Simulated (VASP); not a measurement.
# YPt4 (P-3m1) in VASP: a series of runs

The runs below take YPt4 through single point, relaxation of cell and atoms, with PBE.

All numbers are computed with VASP 6.6.1; they aren't measurements. Logs are shortened: lines on timing, memory, paths and dates and some standing lists are left out, and cuts for length are marked.

## 1. The cell of the first run

It takes space group P-3m1 (No. 164, trigonal). Conventional cell: a = 2.598 Å, b = 2.598 Å, c = 10.307 Å, α = 90.00°, β = 90.00°, γ = 120.00°. Within 3.4 Å of Y (site symmetry -3m) lie 6 Y at 2.60 Å and 6 Pt at 2.79 Å. Pt (site symmetry 3m) has 9 Pt at 2.40 to 2.60 Å and 3 Y at 2.79 Å within 3.2 Å. Pt (site symmetry 3m) has 12 Pt at 2.40 to 2.60 Å within 3.2 Å.

The cell was generated, and may not be a known phase.

## 2. Single point, PBE

Contents of INCAR:

```
SYSTEM = YPt4
PREC = Accurate ; ENCUT = 520
EDIFF = 1E-6 ; ISMEAR = 0
SIGMA = 0.1 ; LREAL = .False.
LASPH = .True. ; NELM = 100
ALGO = Fast ; ISIF = 2
LWAVE = .False. ; LCHARG = .False.
GGA = PE ; NBANDS = 34
```

Contents of KPOINTS:

```
regular mesh
0
Gamma
  6 6 2
  0 0 0
```

Contents of POSCAR:

```
YPt4
1.0
    2.5977982800      0.0000000000      0.0000000000
   -1.2988991400      2.2497593100      0.0000000000
    0.0000000000      0.0000000000     10.3069332900
Y Pt
1 4
Direct
    0.0000000000      0.0000000000      0.5000000000
    0.3333333300      0.6666666700      0.7280468300
    0.6666666700      0.3333333300      0.9093489400
    0.3333333300      0.6666666700      0.0906510600
    0.6666666700      0.3333333300      0.2719531700
```

Potentials or basis: VASP PAW PBE potentials, release 64 (Y_sv, Pt).

Command:

```console
> cat potpaw_PBE.64/Y_sv/POTCAR potpaw_PBE.64/Pt/POTCAR > POTCAR
> mpirun -np 1 vasp_std > vasp.out
```

OUTCAR:

```text
SYSTEM = YPt4
   PREC = Accurate
   ENCUT = 520
   EDIFF = 1E-6
   ISMEAR = 0
   LREAL = .False.
   LASPH = .True.
   NELM = 100
   ISIF = 2
   GGA = PE

 ion  position               nearest neighbor table
   1  0.000  0.000  0.500-   2 2.79   5 2.79   5 2.79   2 2.79   5 2.79   2 2.79   2 3.81   5 3.81
                             2 3.81   5 3.81   2 3.81   5 3.81
   2  0.333  0.667  0.728-   3 2.40   3 2.40   3 2.40   1 2.79   1 2.79   1 2.79   1 3.81   1 3.81
                             1 3.81
   3  0.667  0.333  0.909-   2 2.40   2 2.40   2 2.40   4 2.40   4 2.40   4 2.40
   4  0.333  0.667  0.091-   5 2.40   5 2.40   5 2.40   3 2.40   3 2.40   3 2.40
   5  0.667  0.333  0.272-   4 2.40   4 2.40   4 2.40   1 2.79   1 2.79   1 2.79   1 3.81   1 3.81
                             1 3.81

  LATTYP: Found a hexagonal cell.
 ALAT       =     2.5977982800
 C/A-ratio  =     3.9675649065

  Lattice vectors:

 A1 = (   2.5977982800,   0.0000000000,   0.0000000000)
 A2 = (  -1.2988991400,   2.2497593100,   0.0000000000)
 A3 = (   0.0000000000,   0.0000000000,  10.3069332900)

Analysis of symmetry for initial positions (statically):
=====================================================================
 Subroutine PRICEL returns:
 Original cell was already a primitive cell.

 Routine SETGRP: Setting up the symmetry group for a
 hexagonal supercell.

 Subroutine GETGRP returns: Found 12 space group operations
 (whereof 12 operations were pure point group operations)
 out of a pool of 24 trial point group operations.

The static configuration has the point symmetry D_3d.

Analysis of symmetry for dynamics (positions and initial velocities):
=====================================================================
 Subroutine PRICEL returns:
 Original cell was already a primitive cell.

 Routine SETGRP: Setting up the symmetry group for a
 hexagonal supercell.

 Subroutine GETGRP returns: Found 12 space group operations
 (whereof 12 operations were pure point group operations)
 out of a pool of 24 trial point group operations.

The dynamic configuration has the point symmetry D_3d.

 Subroutine INISYM returns: Found 12 space group operations
 (whereof 12 operations are pure point group operations),
 and found     1 'primitive' translations

----------------------------------------------------------------------------------------

                                     Primitive cell

  volume of cell :      60.2381

  direct lattice vectors                    reciprocal lattice vectors
     2.597798280  0.000000000  0.000000000     0.384941359  0.222245997  0.000000000
    -1.298899140  2.249759310  0.000000000     0.000000000  0.444491993  0.000000000
     0.000000000  0.000000000 10.306933290     0.000000000  0.000000000  0.097022070

  length of vectors
     2.597798280  2.597798285 10.306933290     0.444491994  0.444491993  0.097022070

  position of ions in fractional coordinates (direct lattice)
     0.000000000  0.000000000  0.500000000
     0.333333330  0.666666670  0.728046830
     0.666666670  0.333333330  0.909348940
     0.333333330  0.666666670  0.090651060
     0.666666670  0.333333330  0.271953170

  ion indices of the primitive-cell ions
   primitive index   ion index
                 1           1
                 2           2
                 3           3
                 4           4
                 5           5

----------------------------------------------------------------------------------------

 KPOINTS: regular mesh

Automatic generation of k-mesh.
 Grid dimensions read from file:
 generate k-points for:    6    6    2

 Generating k-lattice:

  Cartesian coordinates                     Fractional coordinates (reciprocal lattice)
     0.064156893  0.037040999  0.000000000     0.166666667  0.000000000  0.000000000
     0.000000000  0.074081999  0.000000000     0.000000000  0.166666667  0.000000000
     0.000000000  0.000000000  0.048511035     0.000000000  0.000000000  0.500000000

  Length of vectors
     0.074081999  0.074081999  0.048511035

  Shift w.r.t. Gamma in fractional coordinates (k-lattice)
     0.000000000  0.000000000  0.000000000

 Subroutine IBZKPT returns following result:
 ===========================================

 Found     14 irreducible k-points:

 Following reciprocal coordinates:
            Coordinates               Weight
  0.000000  0.000000  0.000000      1.000000
  0.166667  0.000000  0.000000      6.000000
  0.333333  0.000000  0.000000      6.000000
  0.500000 -0.000000  0.000000      3.000000
  0.166667  0.166667  0.000000      6.000000
  0.333333  0.166667  0.000000     12.000000
  0.333333  0.333333  0.000000      2.000000
  0.000000  0.000000  0.500000      1.000000
  0.166667  0.000000  0.500000      6.000000
  0.333333  0.000000  0.500000      6.000000
  0.500000 -0.000000  0.500000      3.000000
  0.166667  0.166667  0.500000      6.000000
  0.333333  0.166667  0.500000     12.000000
  0.333333  0.333333  0.500000      2.000000
   k-points           NKPTS =     14   k-points in BZ     NKDIM =     14   number of bands    NBANDS=     34
   number of dos      NEDOS =    301   number of ions     NIONS =      5
   total plane-waves  NPLWV =  32000
   dimension x,y,z NGX =    20 NGY =   20 NGZ =   80
   dimension x,y,z NGXF=    40 NGYF=   40 NGZF=  160
   ions per type =               1   4
   NGX,Y,Z   is equivalent  to a cutoff of  12.80, 12.80, 12.90 a.u.
   NGXF,Y,Z  is equivalent  to a cutoff of  25.60, 25.60, 25.81 a.u.
 SYSTEM =  YPt4
   PREC   = accura    normal or accurate (medium, high low for compatibility)
   ISTART =      0    job   : 0-new  1-cont  2-samecut
   ICHARG =      2    charge: 1-file 2-atom 10-const
   ISPIN  =      1    spin polarized calculation?
   LNONCOLLINEAR =      F non collinear calculations
   LSORBIT =      F    spin-orbit coupling
   LASPH  =      T    aspherical Exc in radial PAW
   ENCUT  =  520.0 eV  38.22 Ry    6.18 a.u.   4.83  4.83 19.16*2*pi/ulx,y,z
   NELM   =    100;   NELMIN=  2; NELMDL= -5     # of ELM steps
   EDIFF  = 0.1E-05   stopping-criterion for ELM
   LREAL  =      F    real-space projection
   EDIFFG = 0.1E-04   stopping-criterion for IOM
   NSW    =      0    number of steps for IOM
   IBRION =     -1    ionic relax: 0-MD 1-quasi-New 2-CG
   NFREE  =      0    steps in history (QN), initial steepest desc. (CG)
   ISIF   =      2    stress and relaxation
   ISYM   =      2    0-nonsym 1-usesym 2-fastsym
   POTIM  = 0.5000    time-step for ionic-motion
   TEBEG  =    0.0;   TEEND  =   0.0 temperature during run
   PSTRESS=    0.0 pullay stress
   NELECT =      51.0000    total number of electrons
   NUPDOWN=      -1.0000    fix difference up-down
   EMIN   =  10.00;   EMAX   =-10.00  energy-range for DOS
   EFERMI =   0.00;   METHOD = LEGACY
   ISMEAR =     0;   SIGMA  =   0.10  broadening in eV -4-tet -1-fermi 0-gaus
   EFERMI_NEDOS =   21; number of points for ismear=-14 and -15
   IALGO  =     68    algorithm
   IMIX   =      4    mixing-type and parameters
     AMIX     =   0.40;   BMIX     =  1.00
     AMIX_MAG =   1.60;   BMIX_MAG =  1.00
  volume/ion in A,a.u.               =      12.05        81.30
  Fermi-wavevector in a.u.,A,eV,Ry     =   1.548726  2.926668 32.634282  2.398552
  Thomas-Fermi vector in A             =   2.653635
   LORBIT       =      0    0 simple, 1 ext, 2 COOP (PROOUT), +10 PAW based schemes
   GGA     = PE    functional components
   LHFCALC =     F    Hartree Fock is set to
   AEXX    =    0.0000 exact exchange contribution
   IVDW    =     0    specifies the selected vdW correction
   LEPSILON=     F    determine dielectric tensor
   LRPA    =     F    only Hartree local field effects (RPA)
 non-spin polarized calculation
 RMM-DIIS sequential band-by-band and
 Gauss-broadening in eV      SIGMA  =   0.10
  energy-cutoff  :      520.00
  volume of cell :       60.24
 maximum number of plane-waves:      1640
 NGX is ok and might be reduce to    20
   NGX =  9   NGY =  9   NGZ = 39

 number of electron      51.0000003 magnetization

 Free energy of the ion-electron system (eV)
  ---------------------------------------------------
  ext. energy  EPLUGINS =         0.00000000
  ---------------------------------------------------
  free energy    TOTEN  =       -19.82445059 eV

  energy without entropy =      -19.78300044  energy(sigma->0) =      -19.80372551

 E-fermi :  15.2593     XC(G=0): -14.6933

 val. band max:       15.2375462649   @ k =   0.1667   0.0000   0.0000
 cond. band min:      15.2627545862   @ k =   0.5000  -0.0000   0.0000
 fundamental gap:      0.0252083213
 Fermi energy:        15.2592850953

 k-point     1 :       0.0000    0.0000    0.0000
  band No.  band energies     occupation
      1     -27.2277      2.00000
      2      -7.4067      2.00000
      3      -4.0288      2.00000
      4      -4.0288      2.00000
      5       1.7752      2.00000
      6       3.8298      2.00000
[... 26 lines left out ...]
     33      24.1092      0.00000
     34      24.1092      0.00000

 k-point     2 :       0.1667    0.0000    0.0000
  band No.  band energies     occupation
      1     -26.9110      2.00000
      2      -7.1037      2.00000
      3      -5.6689      2.00000
      4      -4.3859      2.00000
      5       2.9106      2.00000
      6       4.7713      2.00000
[... 26 lines left out ...]
     33      22.4051      0.00000
     34      23.4293      0.00000

 k-point     3 :       0.3333    0.0000    0.0000
  band No.  band energies     occupation
      1     -26.2079      2.00000
      2      -8.3940      2.00000
      3      -6.4410      2.00000
      4      -5.0333      2.00000
      5       4.4685      2.00000
      6       4.9585      2.00000
[... 26 lines left out ...]
     33      23.2840      0.00000
     34      24.4485      0.00000
[... 334 lines left out ...]
 k-point    13 :       0.3333    0.1667    0.5000
  band No.  band energies     occupation
      1     -25.8195      2.00000
      2      -9.0085      2.00000
      3      -6.3062      2.00000
      4      -6.0784      2.00000
      5       5.1625      2.00000
      6       5.1900      2.00000
[... 26 lines left out ...]
     33      23.4634      0.00000
     34      24.0584      0.00000

 k-point    14 :       0.3333    0.3333    0.5000
  band No.  band energies     occupation
      1     -25.6185      2.00000
      2      -8.1983      2.00000
      3      -8.1983      2.00000
      4      -5.8906      2.00000
      5       5.3495      2.00000
      6       6.2154      2.00000
[... 26 lines left out ...]
     33      22.0761      0.00000
     34      22.0761      0.00000

------------------------ aborting loop because EDIFF is reached ----------------------------------------

  FORCE on cell =-STRESS in cart. coord.  units (eV):
  Direction    XX          YY          ZZ          XY          YZ          ZX
  --------------------------------------------------------------------------------------
  -------------------------------------------------------------------------------------
  Total       60.3966057     60.3966060     80.6908414      0.0000000      0.0000000     -0.0000000
  in kB     1606.3943452   1606.3943532   2146.1688076      0.0000000      0.0000000     -0.0000000
  external PRESSURE =    1786.3191686 kB  Pullay stress =       0.0000000 kB

 VOLUME and BASIS-vectors are now :
 -----------------------------------------------------------------------------
  energy-cutoff  :      520.00
  volume of cell :       60.24
      direct lattice vectors                 reciprocal lattice vectors
     2.597798280  0.000000000  0.000000000     0.384941359  0.222245997  0.000000000
    -1.298899140  2.249759310  0.000000000     0.000000000  0.444491993  0.000000000
     0.000000000  0.000000000 10.306933290     0.000000000  0.000000000  0.097022070

 POSITION                                       TOTAL-FORCE (eV/Angst)
 -----------------------------------------------------------------------------------
      0.00000      0.00000      5.15347        -0.000000      0.000000      0.000000
     -0.00000      1.49984      7.50393         0.000000      0.000000     -8.613302
      1.29890      0.74992      9.37260        -0.000000      0.000000     -0.093547
     -0.00000      1.49984      0.93433         0.000000     -0.000000      0.093547
      1.29890      0.74992      2.80300        -0.000000      0.000000      8.613302
 -----------------------------------------------------------------------------------
    total drift:                               -0.000000      0.000000      0.000000

  FREE ENERGIE OF THE ION-ELECTRON SYSTEM (eV)
  ---------------------------------------------------
  free  energy   TOTEN  =       -19.8244505887 eV

  energy  without entropy=      -19.7830004399  energy(sigma->0) =      -19.80372551
```

It took 1.9 min on 1 thread of Oxide Virtual Turin-like, shared host; peak memory 0.16 GiB.

Results:

| Property | Result |
| --- | --- |
| Free energy | -19.8245 eV |
| Pressure | 178.6 GPa |
| Largest force | 8.613 eV/Å |
| Band gap on the k mesh | zero (an odd number of electrons rules out a gap without spin polarisation) |

Forces on the atoms (eV/Å):
```
Y    0.000  0.000  0.000
Pt   0.000  0.000 -8.613
Pt   0.000  0.000 -0.094
Pt   0.000  0.000  0.094
Pt   0.000  0.000  8.613
```

Stress tensor (GPa, compression positive):
```
160.64   0.00   0.00
  0.00 160.64   0.00
  0.00   0.00 214.62
```

Caveat: the k points lie up to 0.47 Å⁻¹ apart, too coarse for converged energies and pressures of a metal; spin-orbit coupling is left out, which moves the levels of the heavy elements; forces of over 1 eV/Å act on the atoms, so gaps and moduli don't describe the material at rest.

## 3. Single point, PBE

This run uses another cell than the first one, of 17.31 Å³/atom.

Contents of INCAR:

```
PREC = Accurate
ENCUT = 520
EDIFF = 1E-7
ISMEAR = 0
SIGMA = 0.1
LREAL = False
LASPH = True
NELM = 60
ALGO = Fast
ISIF = 2
LWAVE = False
LCHARG = False
GGA = PE
NBANDS = 34
```

Contents of KPOINTS:

```
regular mesh
0
Gamma
  6 6 2
```

Contents of POSCAR:

```
YPt4
1.0
    2.8970880332      0.0000000000      0.0000000000
   -1.4485440166      2.5089518337      0.0000000000
    0.0000000000      0.0000000000     11.9073452042
Y Pt
1 4
Direct
    0.0000000000      0.0000000000      0.5000000000
    0.3333333333      0.6666666667      0.7039251004
    0.6666666667      0.3333333333      0.9034602216
    0.3333333333      0.6666666667      0.0965397784
    0.6666666667      0.3333333333      0.2960748996
```

Potentials or basis: VASP PAW PBE potentials, release 64 (Y_sv, Pt).

Command:

```console
> cat potpaw_PBE.64/Y_sv/POTCAR potpaw_PBE.64/Pt/POTCAR > POTCAR
> mpirun -np 1 vasp_std > vasp.out
```

Run time: 3.2 min. Hardware: 1 thread of Oxide Virtual Turin-like, shared host; peak memory 0.21 GiB.

The run converged. Its results:

* Free energy: -31.1437 eV
* Pressure: -0.4 GPa
* Largest force: 0.012 eV/Å
* Band gap on the k mesh: zero (an odd number of electrons rules out a gap without spin polarisation)

Forces in eV/Å, atoms in the order of the input:
```
Y    0.000  0.000  0.000
Pt   0.000  0.000 -0.005
Pt   0.000  0.000  0.012
Pt   0.000  0.000 -0.012
Pt   0.000  0.000  0.005
```

Stress tensor (GPa, compression positive):
```
-0.32  0.00  0.00
 0.00 -0.32  0.00
 0.00  0.00 -0.53
```

Levels at points of the mesh, in eV from the Fermi level:
| k point | band 24 | band 25 | band 26 | band 27 | band 28 | band 29 | band 30 | band 31 |
| --- | --- | --- | --- | --- | --- | --- | --- | --- |
| (0.00, 0.00, 0.00) | -1.29 | -0.83 | -0.83 | -0.62 | -0.23 | -0.23 | 0.24 | 2.75 |
| (0.50, 0.00, 0.00) | 0.17 | 0.30 | 0.36 | 0.84 | 1.65 | 2.08 | 3.01 | 3.95 |
| (0.00, 0.00, 0.50) | -1.41 | -0.74 | -0.74 | -0.34 | -0.26 | -0.26 | 0.73 | 2.74 |
| (0.50, 0.00, 0.50) | 0.16 | 0.22 | 0.30 | 1.46 | 1.61 | 2.05 | 2.94 | 3.94 |

Caveat: the k points lie up to 0.42 Å⁻¹ apart, too coarse for converged energies and pressures of a metal; spin-orbit coupling is left out, which moves the levels of the heavy elements.

[end of part 1 of 2]

The gap in the log of VASP goes by the Fermi energy; the results here count the filled bands.